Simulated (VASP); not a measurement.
Set up this calculation in VASP 6.6.1, as the native input.

```yaml
Task: single point
Functional: PBE
Potentials_or_basis: VASP PAW PBE potentials, release 64 (Ta_pv)
Cutoff: 520 eV
k_mesh: 20 × 20 × 20
Occupations: gaussian, width 0.15 eV
Spin: no spin polarisation
Dipole_correction: no
Further_INCAR_settings: ALGO = Fast; EDIFF = 1e-06; NBANDS = 12
```

The structure of Ta lies in POSCAR:

```
Ta
1.0
   -1.4517082340      1.4517082340      2.3420408939
    1.4517082340     -1.4517082340      2.3420408939
    1.4517082340      1.4517082340     -2.3420408939
Ta
1
Direct
    0.0000000000      0.0000000000      0.0000000000
```

The input as run:

INCAR

```
PREC = Accurate
ENCUT = 520
EDIFF = 1E-6
ISMEAR = 0
SIGMA = 0.15
LREAL = F
LASPH = T
NELM = 80
ALGO = Fast
ISIF = 2
LWAVE = F
LCHARG = F
GGA = PE
NBANDS = 12
```

KPOINTS

```
regular mesh
0
Gamma
  20 20 20
```

Potentials or basis: VASP PAW PBE potentials, release 64 (Ta_pv).

The run is started by

```sh
$ cat potpaw_PBE.64/Ta_pv/POTCAR > POTCAR
$ mpirun -np 1 vasp_std > vasp.out
```

It gave:

* Pressure: -9.7 GPa
* Band gap on the k mesh: zero (an odd number of electrons rules out a gap without spin polarisation)

Caveat: the stress differs along the axes, from -11 to -6 GPa; spin-orbit coupling is left out, which moves the levels of the heavy elements.

It took 2.9 min on 1 thread of Intel Xeon 8259CL (shared host), peak memory 0.26 GiB.
